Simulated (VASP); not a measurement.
Here is a VASP 6.6.1 calculation.

The input INCAR:

```
SYSTEM = ZnS
PREC     = Accurate       ! precision mode
ENCUT    = 520            ! plane-wave cutoff, eV
EDIFF    = 1E-6           ! SCF threshold, eV
ISMEAR   = 0              ! smearing method
SIGMA    = 0.01           ! smearing width, eV
LREAL    = .FALSE.        ! projectors in reciprocal space
LASPH    = .TRUE.         ! aspherical terms in the spheres
NELM     = 100            ! most SCF steps
ALGO     = Normal         ! electronic algorithm
ISIF     = 2              ! what is computed and relaxed
LWAVE    = .FALSE.        ! write WAVECAR
LCHARG   = .FALSE.        ! write CHGCAR
GGA      = PS             ! functional
NBANDS   = 36             ! bands
```

KPOINTS

```
Automatic mesh
0
G
  6 6 6
  0 0 0
```

POSCAR

```
ZnS
1.0
    1.9281142798      1.1131977502      9.4750140602
   -1.9281142798      1.1131977502      9.4750140602
    0.0000000000     -2.2263944872      9.4750140602
Zn S
3 3
Direct
    0.9999710000      0.9999710000      0.9999710000
    0.2222690000      0.2222690000      0.2222690000
    0.4446130000      0.4446130000      0.4446130000
    0.0832670000      0.0832670000      0.0832670000
    0.5278420000      0.5278420000      0.5278420000
    0.3053630000      0.3053630000      0.3053630000
```

Potentials or basis: VASP PAW PBE potentials, release 64 (Zn, S).

The run is started by

```console
$ cat potpaw_PBE.64/Zn/POTCAR potpaw_PBE.64/S/POTCAR > POTCAR
$ mpirun -np 1 vasp_std > vasp.out
```

Question: Estimate the largest force.

Answer: 0.018 eV/Å.

Question: Predict the band gap on the k mesh.

Answer: 1.89 eV.

Question: Predict the pressure.

Answer: -3.8 GPa.

Forces on the atoms (eV/Å):
```
Zn   0.000  0.000 -0.004
Zn   0.000  0.000 -0.005
Zn   0.000  0.000 -0.018
S    0.000  0.000  0.011
S    0.000  0.000  0.004
S    0.000  0.000  0.012
```

Caveat: the cell stands under tension; the PAW data sets were made with another functional, which shifts forces and pressure a little. A k mesh can miss the band edges.
